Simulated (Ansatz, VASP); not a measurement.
**Ti2B3 in VASP and in Ansatz**

The input INCAR:

```
SYSTEM = Ti2B3
PREC     = Accurate       ! precision mode
ENCUT    = 600            ! plane-wave cutoff, eV
EDIFF    = 1E-7           ! SCF threshold, eV
ISMEAR   = 0              ! smearing method
SIGMA    = 0.1            ! smearing width, eV
LREAL    = .False.        ! projectors in reciprocal space
LASPH    = .True.         ! aspherical terms in the spheres
NELM     = 100            ! most SCF steps
ALGO     = Normal         ! electronic algorithm
ISIF     = 3              ! what is computed and relaxed
LWAVE    = .False.        ! write WAVECAR
LCHARG   = .False.        ! write CHGCAR
GGA      = PE             ! functional
IBRION   = 2              ! ionic algorithm
NSW      = 90             ! ionic steps
EDIFFG   = -0.04          ! ionic threshold
```

Contents of KPOINTS:

```
Automatic mesh
0
Gamma
  6 6 4
  0 0 0
```

The input POSCAR:

```
Ti2B3
1.0
    3.4629404300      0.0000000000      0.0000000000
    0.0000000000      3.4629404300      0.0000000000
    0.0000000000      0.0000000000      4.8107078400
Ti B
2 3
Direct
    0.0000000000      0.5000000000      0.0000000000
    0.5000000000      0.0000000000      0.0000000000
    0.5000000000      0.5000000000      0.8237833600
    0.5000000000      0.5000000000      0.1762166400
    0.0000000000      0.0000000000      0.0000000000
```

Input for Ansatz:

```yaml
crystal:
  lattice:
    - [3.46294043, 0.0, 0.0]
    - [0.0, 3.46294043, 0.0]
    - [0.0, 0.0, 4.81070784]
  atoms:
    - { symbol: Ti, position: [0.0, 0.5, 0.0] }
    - { symbol: Ti, position: [0.5, 0.0, 0.0] }
    - { symbol: B, position: [0.5, 0.5, 0.82378336] }
    - { symbol: B, position: [0.5, 0.5, 0.17621664] }
    - { symbol: B, position: [0.0, 0.0, 0.0] }
basis:
  ecutwfc: 420
kpoints:
  mp_grid: { grid: [6, 6, 4] }
hamiltonian:
  xc: pbe
scf:
  occupations: { method: gaussian, width: 0.1 }
  lower_state_search: "off"
output:
  forces: true
  stress: true
  eigenvalues: true
relax:
  adjacent_minimum: "off"
  f_tol: 0.04
  max_steps: 70
  cell: { stress_tol: 0.4 }
```

Alike in both runs: task relaxation of cell and atoms; functional PBE; k mesh 6 × 6 × 4; occupations gaussian, width 0.1 eV; no spin polarisation.

|  | VASP | Ansatz |
| --- | --- | --- |
| version | VASP 6.6.1 | Ansatz 0.2.0 |
| potentials or method | VASP PAW PBE potentials, release 64 (Ti_sv, B), cutoff 600 eV | scalar-relativistic, plane waves, PAW |
| valence electrons in the cell | 33 | 33 |

```tsv
	VASP	Ansatz	Ansatz less VASP
gap on the k mesh at the Fermi level, each at its own relaxed structure (eV)	none	none	-
relaxed volume (Å³/atom)	12.45	12.47	+0.019
relaxed cell length with the largest relative difference (Å)	4.503	4.506	+0.0029
```

A gap of «none» marks a metal or a gap that the smearing closes.
